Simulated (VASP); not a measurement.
A run of VASP 6.6.1 is set up as follows.

File INCAR:

```
PREC = Accurate
ENCUT = 520
EDIFF = 1E-7
ISMEAR = 0
SIGMA = 0.1
LREAL = F
LASPH = T
NELM = 60
ALGO = Normal
ISIF = 2
LWAVE = F
LCHARG = F
GGA = PE
NBANDS = 26
```

File KPOINTS:

```
regular mesh
0
Gamma
  6 6 10
```

The input POSCAR:

```
Be2BiSb3
1.0
    6.5986383293      0.0000000000      0.0000000000
   -3.2993191646      5.7145884236      0.0000000000
    0.0000000000      0.0000000000      3.6539055302
Be Sb Bi
2 3 1
Direct
    0.3333333333      0.6666666667      0.0000000000
    0.6666666667      0.3333333333      0.0000000000
    0.5000000000      0.0000000000      0.5000000000
    0.5000000000      0.5000000000      0.5000000000
    0.0000000000      0.5000000000      0.5000000000
    0.0000000000      0.0000000000      0.0000000000
```

Potentials or basis: VASP PAW PBE potentials, release 64 (Be, Sb, Bi_d).

Run with:

```sh
$ cat potpaw_PBE.64/Be/POTCAR potpaw_PBE.64/Sb/POTCAR potpaw_PBE.64/Bi_d/POTCAR > POTCAR
$ mpirun -np 1 vasp_std > vasp.out
```

Predict the band gap on the k mesh.

zero (band 17 reaches 9.32 eV, above the bottom of band 18 at 5.88 eV).

Predict the pressure.

0.0 GPa.

Stress tensor (GPa, compression positive):
```
0.00 0.00 0.00
0.00 0.00 0.00
0.00 0.00 0.12
```

Caveat: spin-orbit coupling is left out, which moves the levels of the heavy elements.
